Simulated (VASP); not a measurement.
Here is a VASP 6.6.1 calculation.

INCAR

```
SYSTEM = PbSe
PREC = Accurate
ENCUT = 520
EDIFF = 1E-6
ISMEAR = 0
SIGMA = 0.03
LREAL = .False.
LASPH = .True.
NELM = 60
ALGO = Normal
ISIF = 2
LWAVE = .False.
LCHARG = .False.
GGA = PE
NBANDS = 17
```

File KPOINTS:

```
regular mesh
0
Gamma
  10 10 10
  0 0 0
```

POSCAR

```
PbSe
1.0
    0.0000000000      3.0621500000      3.0621500000
    3.0621500000      0.0000000000      3.0621500000
    3.0621500000      3.0621500000      0.0000000000
Pb Se
1 1
Direct
    0.0176760079      0.0176760079      0.0176760079
    0.5000000000      0.5000000000      0.5000000000
```

Potentials or basis: VASP PAW PBE potentials, release 64 (Pb_d, Se).

The run is started by

```sh
$ cat potpaw_PBE.64/Pb_d/POTCAR potpaw_PBE.64/Se/POTCAR > POTCAR
$ mpirun -np 1 vasp_std > vasp.out
```

Problem. What does it give for the band gap on the k mesh?

Solution. 0.46 eV.

Problem. Predict the largest force.

Solution. 0.187 eV/Å.

Problem. Estimate the pressure.

Solution. 2.8 GPa.

Forces in eV/Å, atoms in the order of the input:
```
Pb  -0.108 -0.108 -0.108
Se   0.108  0.108  0.108
```

Caveat: the cell differs from its parent crystal (all Pb atoms moved +0.188 Å, as atom 1 along Cartesian [1 1 1]); spin-orbit coupling is left out, which moves the levels of the heavy elements. A k mesh can miss the band edges.
